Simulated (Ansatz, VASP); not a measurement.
**One calculation of Os, two programs**

File INCAR:

```
  ALGO = Normal
  EDIFF = 1E-7
  EDIFFG = -0.005
  ENCUT = 600
  GGA = PE
  IBRION = 2
  ISIF = 3
  ISMEAR = -1
  LASPH = T
  LCHARG = F
  LREAL = F
  LWAVE = F
  NELM = 100
  NSW = 60
  PREC = Accurate
  SIGMA = 0.1
```

Contents of KPOINTS:

```
k-points
0
Gamma
  9 9 13
```

POSCAR

```
Os
1.0
    4.3052263274      0.0000000000      0.0000000000
   -2.1526131637      3.7284353686      0.0000000000
    0.0000000000      0.0000000000      2.6692403230
Os
3
Direct
    0.0000000000      0.0000000000      0.0000000000
    0.3333333333      0.6666666667      0.5000000000
    0.6666666667      0.3333333333      0.5000000000
```

Input for Ansatz:

```yaml
crystal:
  lattice:
    - [4.3052263274, 0.0, 0.0]
    - [-2.1526131637, 3.7284353686, 0.0]
    - [0.0, 0.0, 2.669240323]
  atoms:
    - { symbol: Os, position: [0.0, 0.0, 0.0] }
    - { symbol: Os, position: [0.3333333333, 0.6666666667, 0.5] }
    - { symbol: Os, position: [0.6666666667, 0.3333333333, 0.5] }
kpoints:
  mp_grid: { grid: [9, 9, 13] }
scf:
  occupations: { method: fermi_dirac, width: 0.1 }
hamiltonian:
  xc: pbe
  pseudopotentials: { kind: paw }
output:
  forces: true
  stress: true
relax:
  f_tol: 0.005
  max_steps: 40
  cell: {}
```

Alike in both runs: task relaxation of cell and atoms; functional PBE; k mesh 9 × 9 × 13; occupations fermi-dirac, width 0.1 eV; no spin polarisation.

|  | VASP | Ansatz |
| --- | --- | --- |
| version | VASP 6.6.1 | Ansatz 0.2.0 |
| potentials or method | VASP PAW PBE potentials, release 64 (Os) | PAW with Ansatz's default frozen-core files, scalar-relativistic |
| plane-wave cutoff (eV) | 600 | 420 |
| valence electrons in the cell | 24 | 48 |

|  | VASP | Ansatz | Ansatz less VASP |
| --- | --- | --- | --- |
| relaxed volume (Å³/atom) | 14.68 | 14.68 | +0.004 |
| relaxed length of the cell vector where the two differ most in proportion (Å) | 4.322 | 4.323 | +0.0008 |

VASP's potentials hold 24 valence electrons a cell and Ansatz's 48, so a difference there can come from the potentials and not from the codes.

Neither program's run includes spin-orbit coupling.
